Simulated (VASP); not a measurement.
Wanted: the native input for a VASP 6.6.1 run.

```
Task                   : single point
Functional             : r2SCAN
Potentials or basis    : VASP PAW PBE potentials, release 64 (Li_sv)
Cutoff                 : 520 eV
k mesh                 : 8 × 8 × 8
Occupations            : fermi-dirac, width 0.1 eV
Spin                   : no spin polarisation
Dipole correction      : no
Further INCAR settings : ALGO = Normal; EDIFF = 1e-06; NBANDS = 8
```

Crystal: Li.

```
Li
1.0
    -1.73794    1.73794    1.73794
     1.73794   -1.73794    1.73794
     1.73794    1.73794   -1.73794
Li
1
Direct
  0.00000 0.00000 0.00000
```

The input as run:

POSCAR

```
Li
1.0
   -1.7379403969      1.7379403969      1.7379403969
    1.7379403969     -1.7379403969      1.7379403969
    1.7379403969      1.7379403969     -1.7379403969
Li
1
Direct
    0.0000000000      0.0000000000      0.0000000000
```

INCAR.step1

```
SYSTEM = Li
  PREC = Accurate
  ENCUT = 520
  ISMEAR = -1
  SIGMA = 0.1
  LREAL = .False.
  LASPH = .True.
  NELM = 80
  NBANDS = 8
  GGA = PE
  ALGO = Normal
  EDIFF = 1E-4
  LWAVE = .True.
  LCHARG = .False.
```

INCAR.step2

```
SYSTEM = Li
  PREC = Accurate
  ENCUT = 520
  EDIFF = 1E-6
  ISMEAR = -1
  SIGMA = 0.1
  LREAL = .False.
  LASPH = .True.
  NELM = 80
  ALGO = Normal
  ISIF = 2
  LWAVE = .False.
  LCHARG = .False.
  METAGGA = R2SCAN
  LMIXTAU = .True.
  NBANDS = 8
  ISTART = 1
```

KPOINTS

```
regular mesh
0
Gamma
  8 8 8
  0 0 0
```

Potentials or basis: VASP PAW PBE potentials, release 64 (Li_sv).

Command:

```bash
$ cat potpaw_PBE.64/Li_sv/POTCAR > POTCAR
$ cp INCAR.step1 INCAR
$ mpirun -np 1 vasp_std > vasp.out
$ cp INCAR.step2 INCAR
$ mpirun -np 1 vasp_std > vasp.out
```

Run time: 25 s on 1 thread of Intel Xeon 8259CL, with other jobs on the host, peak memory 0.13 GiB.
